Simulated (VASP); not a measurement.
Crystal: Li2O.

```
O Li
1.0
     0.00000    2.28994    2.28994
     2.28994    0.00000    2.28994
     2.28994    2.28994    0.00000
O Li
1 2
Direct
  0.00000 0.00000 0.00000
  0.25000 0.25000 0.25000
  0.75000 0.75000 0.75000
```

Base run:

- Program: VASP 6.6.1
- Functional: PBEsol
- Potentials or basis: VASP PAW PBE potentials, release 64 (O, Li_sv)
- Cutoff: 750 eV
- k mesh: 9 × 9 × 9
- Occupations: fermi-dirac, width 0.05 eV
- Spin: no spin polarisation

Its results: band gap on the k mesh 4.98 eV (least direct gap 5.35 eV); pressure 0.1 GPa.

**Question.** The run is repeated on the same cell with these changes: functional from PBEsol to r2SCAN; cutoff from 750 eV to 830 eV. What comes out?

**Answer.** Band gap on the k mesh 5.83 eV (least direct gap 6.31 eV); pressure -0.2 GPa.

Caveats: the PAW data sets were made with another functional, which shifts forces and pressure a little; an odd mesh through Γ misses points on the zone boundary, where band edges can lie.
